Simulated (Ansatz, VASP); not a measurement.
One calculation of ScAl4N, two programs

INCAR

```
SYSTEM = ScAl4N
  PREC = Accurate
  ENCUT = 520
  EDIFF = 1E-6
  ISMEAR = 0
  SIGMA = 0.1
  LREAL = .False.
  LASPH = .True.
  NELM = 100
  ALGO = Normal
  ISIF = 2
  LWAVE = .False.
  LCHARG = .False.
  GGA = PE
  NBANDS = 23
```

Contents of KPOINTS:

```
regular mesh
0
Gamma
  6 6 6
  0 0 0
```

File POSCAR:

```
ScAl4N
1.0
    2.4487124400      1.4137647900      4.3024211500
   -2.4487124400      1.4137647900      4.3024211500
    0.0000000000     -2.8275295700      4.3024211500
Sc Al N
1 4 1
Direct
    0.0002918800      0.0002918800      0.0002918800
    0.3691721000      0.8675298100      0.3691721000
    0.3691721000      0.3691721000      0.8675298100
    0.8675298100      0.3691721000      0.3691721000
    0.7721425900      0.7721425900      0.7721425900
    0.3716915200      0.3716915200      0.3716915200
```

Input for Ansatz:

```yaml
crystal:
  lattice:
    - [2.44871244, 1.41376479, 4.30242115]
    - [-2.44871244, 1.41376479, 4.30242115]
    - [0.0, -2.82752957, 4.30242115]
  atoms:
    - { symbol: Sc, position: [0.00029188, 0.00029188, 0.00029188] }
    - { symbol: Al, position: [0.3691721, 0.86752981, 0.3691721] }
    - { symbol: Al, position: [0.3691721, 0.3691721, 0.86752981] }
    - { symbol: Al, position: [0.86752981, 0.3691721, 0.3691721] }
    - { symbol: Al, position: [0.77214259, 0.77214259, 0.77214259] }
    - { symbol: "N", position: [0.37169152, 0.37169152, 0.37169152] }
basis:
  ecutwfc: 420
kpoints:
  mp_grid: { grid: [6, 6, 6] }
hamiltonian:
  xc: pbe
scf:
  occupations: { method: gaussian, width: 0.1 }
  lower_state_search: "off"
output:
  forces: true
  stress: true
  eigenvalues: true
```

Change from the starting cell: species swapped into the SmCu4Pd type (R3m, No. 160).

Alike in both runs: task single point; functional PBE; k mesh 6 × 6 × 6; occupations gaussian, width 0.1 eV; no spin polarisation.

|  | VASP | Ansatz |
| --- | --- | --- |
| version | VASP 6.6.1 | Ansatz 0.2.0 |
| potentials or method | VASP PAW PBE potentials, release 64 (Sc_sv, Al, N), cutoff 520 eV | scalar-relativistic, plane waves, PAW |
| valence electrons in the cell | 28 | 28 |

|  | VASP | Ansatz | Ansatz less VASP |
| --- | --- | --- | --- |
| gap on the k mesh at the Fermi level (eV) | none | none | - |
| pressure (GPa) | 7.3 | 7.3 | -0.04 |
| traceless stress, the component that is largest in VASP (GPa) | -15.59 | -15.60 | -0.014 |
| rms of the force components (eV/Å) | 0.222 | 0.222 | -0.0005 |

Atom by atom the forces differ by 0.001 eV/Å (rms over components). A gap of «none» marks a metal or a gap that the smearing closes. The functional is the same, so the differences come from potentials, cutoffs and numerics.
